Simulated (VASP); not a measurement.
Input of a VASP 6.6.1 run:

INCAR

```
SYSTEM = YMg2O2
PREC = Accurate ; ENCUT = 520
EDIFF = 1E-7 ; ISMEAR = 0
SIGMA = 0.1 ; LREAL = .False.
LASPH = .True. ; NELM = 60
ALGO = Normal ; ISIF = 2
LWAVE = .False. ; LCHARG = .False.
GGA = PE ; NBANDS = 22
```

Contents of KPOINTS:

```
Automatic mesh
0
Gamma
  6 6 4
  0 0 0
```

File POSCAR:

```
YMg2O2
1.0
    3.5227219773      0.0000000000      0.0000000000
    0.0000000000      3.5227219773      0.0000000000
    0.0000000000      0.0000000000      5.5165335051
Y Mg O
1 2 2
Direct
    0.0000000000      0.0000000000      0.0000000000
    0.0000000000      0.5000000000      0.5000000000
    0.5000000000      0.0000000000      0.5000000000
    0.5000000000      0.5000000000      0.2519518093
    0.5000000000      0.5000000000      0.7480481907
```

Potentials or basis: VASP PAW PBE potentials, release 64 (Y_sv, Mg, O).

Run with:

```console
$ cat potpaw_PBE.64/Y_sv/POTCAR potpaw_PBE.64/Mg/POTCAR potpaw_PBE.64/O/POTCAR > POTCAR
$ mpirun -np 1 vasp_std > vasp.out
```

(1) Estimate the largest force.

(2) What does it give for the pressure?

Answers

(1) 0.027 eV/Å.

(2) -0.3 GPa.

Caveat: an odd number of electrons without spin polarisation forces a metal; a magnetic or distorted state may lie lower.
